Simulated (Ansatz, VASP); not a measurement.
# Al in VASP and in Ansatz

```
Al
1.0
     3.71573    0.00000    0.00000
    -1.85787    3.21792    0.00000
     0.00000    0.00000    4.21563
Al
3
Direct
  0.22540 0.00000 0.33333
  0.00000 0.22540 0.66667
  0.77460 0.77460 0.00000
```

Alike in both runs: task single point; functional PBE; k mesh 6 × 6 × 4; occupations gaussian, width 0.1 eV; no spin polarisation.

```csv
,VASP,Ansatz
version,VASP 6.6.1,Ansatz 0.2.0
potentials or method,"VASP PAW PBE potentials, release 64 (Al), cutoff 500 eV","scalar-relativistic, plane waves, PAW"
valence electrons in the cell,9,9
```

```csv
,VASP,Ansatz,Ansatz less VASP
gap on the k mesh at the Fermi level (eV),none,none,-
rms of the force components (eV/Å),5.457,5.448,-0.0097
```

Atom by atom the forces differ by 0.010 eV/Å (rms over components). A gap of «none» marks a metal or a gap that the smearing closes. With one functional, cell and mesh, what is left measures potentials, basis and numerics.

The k mesh is coarse, so the values compare programs but aren't converged.
